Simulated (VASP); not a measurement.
Set up this calculation in VASP 6.6.1, as the native input.

| Quantity | Value |
| --- | --- |
| Task | single point |
| Functional | PBE |
| Potentials or basis | VASP PAW PBE potentials, release 64 (Be, C) |
| Cutoff | 600 eV |
| k mesh | 11 × 11 × 11 |
| Occupations | fermi-dirac, width 0.02 eV |
| Spin | no spin polarisation |
| Dipole correction | no |
| Further INCAR settings | ALGO = Normal; EDIFF = 1e-06; NBANDS = 11 |

The structure of Be2C lies in POSCAR:

```
Be2C
1.0
    0.0000000000      2.1650000000      2.1650000000
    2.1650000000      0.0000000000      2.1650000000
    2.1650000000      2.1650000000      0.0000000000
Be C
2 1
Direct
    0.2500000000      0.2500000000      0.2500000000
    0.7500000000      0.7500000000      0.7500000000
    0.0000000000      0.0000000000      0.0000000000
```

These files were run (other wordings do the same):

INCAR

```
ALGO     = Normal         # electronic algorithm
EDIFF    = 1E-6           # SCF threshold, eV
ENCUT    = 600            # plane-wave cutoff, eV
GGA      = PE             # functional
GGA_COMPAT= False        
ISIF     = 2              # what is computed and relaxed
ISMEAR   = -1             # smearing method
LASPH    = True           # aspherical terms in the spheres
LCHARG   = False          # write CHGCAR
LREAL    = False          # projectors in reciprocal space
LWAVE    = False          # write WAVECAR
NBANDS   = 11             # bands
NELM     = 120            # most SCF steps
PREC     = Accurate       # precision mode
SIGMA    = 0.02           # smearing width, eV
```

KPOINTS

```
k-points
0
Gamma
  11 11 11
```

Potentials or basis: VASP PAW PBE potentials, release 64 (Be, C).

The run is started by

```console
$ cat potpaw_PBE.64/Be/POTCAR potpaw_PBE.64/C/POTCAR > POTCAR
$ mpirun -np 1 vasp_std > vasp.out
```

Results of the run:

| Quantity | Value |
| --- | --- |
| Pressure | 0.0 GPa |
| Band gap on the k mesh | 1.25 eV (least direct gap 4.13 eV) |

Caveat: an odd mesh through Γ misses points on the zone boundary, where band edges can lie.

It took 23 s on 1 thread of AMD EPYC 7R13, on a shared host, peak memory 0.11 GiB.
